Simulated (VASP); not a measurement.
Crystal: Ga.

```
Ga
1.0
     2.24632   -3.80479    0.00000
     2.24632    3.80479    0.00000
     0.00000    0.00000    4.49364
Ga
4
Direct
  0.34510 0.65490 0.41900
  0.15490 0.84510 0.91900
  0.65490 0.34510 0.58100
  0.84510 0.15490 0.08100
```

Base run:

| Quantity | Value |
| --- | --- |
| Program | VASP 6.6.1 |
| Functional | r2SCAN |
| Potentials or basis | VASP PAW PBE potentials, release 64 (Ga_d) |
| Cutoff | 520 eV |
| k mesh | 7 × 7 × 6 |
| Occupations | fermi-dirac, width 0.05 eV |
| Spin | no spin polarisation |

Its results: band gap on the k mesh zero (band 26 reaches 5.49 eV, above the bottom of band 27 at 4.25 eV); pressure 0.1 GPa; largest force 0.141 eV/Å.

Question: The run is repeated on the same cell with these changes: functional from r2SCAN to PBE; further incar settings from ALGO = Normal; EDIFF = 1e-06; NBANDS = 34 to ALGO = Fast; EDIFF = 1e-07; NBANDS = 34. What comes out?

Answer: Band gap on the k mesh zero (band 26 reaches 5.62 eV, above the bottom of band 27 at 4.33 eV); pressure 3.2 GPa; largest force 0.105 eV/Å.

Caveats: the PAW data sets were made with another functional, which shifts forces and pressure a little (some runs).
